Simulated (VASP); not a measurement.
## ScSi4O: single point with PBE

The system is ScSi4O.

```
Sc Si O
1.0
     4.97620    0.00000    0.00000
     0.00000    4.97620    0.00000
     0.00000    0.00000    4.69408
Sc Si O
1 4 1
Direct
  0.00000 0.00000 0.50000
  0.00000 0.50000 0.50000
  0.50000 0.00000 0.50000
  0.00000 0.50000 0.00000
  0.50000 0.00000 0.00000
  0.50000 0.50000 0.50000
```

The cell was generated, and may not be a known phase.

- Program: VASP 6.6.1
- Task: single point
- Functional: PBE
- Potentials or basis: VASP PAW PBE potentials, release 64 (Sc_sv, Si, O)
- Cutoff: 520 eV
- k mesh: 8 × 8 × 8
- Occupations: gaussian, width 0.1 eV
- Spin: no spin polarisation

- Pressure: 0.0 GPa
- Band gap on the k mesh: zero (an odd number of electrons rules out a gap without spin polarisation)

Stress tensor (GPa, compression positive):
```
 0.08  0.00  0.00
 0.00  0.08  0.00
 0.00  0.00 -0.05
```

Levels at points of the mesh, in eV from the Fermi level:
```tsv
k point	band 14	band 15	band 16	band 17	band 18	band 19
(0.00, 0.00, 0.00)	-1.43	-1.43	-1.06	0.68	0.86	0.86
(0.50, 0.00, 0.00)	-2.10	-1.35	-1.07	-0.71	0.32	0.44
(0.50, 0.50, 0.00)	-1.93	-1.79	-0.88	-0.63	-0.63	0.90
(0.00, 0.00, 0.50)	-1.58	0.11	0.11	0.85	1.11	1.53
(0.50, 0.00, 0.50)	-1.39	-0.93	-0.64	-0.04	0.75	1.19
(0.50, 0.50, 0.50)	-1.67	-1.53	-1.32	0.07	1.99	1.99
```

Run time: 8.8 min on 1 thread of AMD EPYC 7R13, with other jobs on the host, peak memory 0.34 GiB.

Caveat: an odd number of electrons without spin polarisation forces a metal; a magnetic or distorted state may lie lower.
